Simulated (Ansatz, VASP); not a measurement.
# Sc2AlN3: VASP beside Ansatz

```
Sc Al N
1.0
     5.41743    0.00000    0.00000
    -2.70871    4.69163    0.00000
     0.00000    0.00000    3.10335
Sc Al N
2 1 3
Direct
  0.33333 0.66667 0.00000
  0.66667 0.33333 0.00000
  0.00000 0.00000 0.00000
  0.50000 0.00000 0.50000
  0.50000 0.50000 0.50000
  0.00000 0.50000 0.50000
```

Change from the starting cell: species swapped into the NdB2Rh3 type (P6/mmm, No. 191).

Alike in both runs: task single point; functional PBE; k mesh 6 × 6 × 6; occupations gaussian, width 0.1 eV; collinear spin.

|  | VASP | Ansatz |
| --- | --- | --- |
| version | VASP 6.6.1 | Ansatz 0.2.0 |
| potentials or method | VASP PAW PBE potentials, release 64 (Sc_sv, Al, N), cutoff 520 eV | scalar-relativistic, plane waves, PAW |
| valence electrons in the cell | 40 | 40 |

VASP gave:

- gap on the k mesh at the Fermi level (eV): none
- pressure (GPa): 0.3
- traceless stress, the component that is largest in VASP (GPa): -10.82
- net moment per atom (μB): 0.00

Question: What did Ansatz give for the same quantities?

Answer: gap on the k mesh at the Fermi level (eV): none; pressure (GPa): -0.3; traceless stress, the component that is largest in VASP (GPa): -11.10; net moment per atom (μB): 0.00.

A gap of «none» marks a metal or a gap that the smearing closes. Ansatz's warnings: seeded moment not kept.
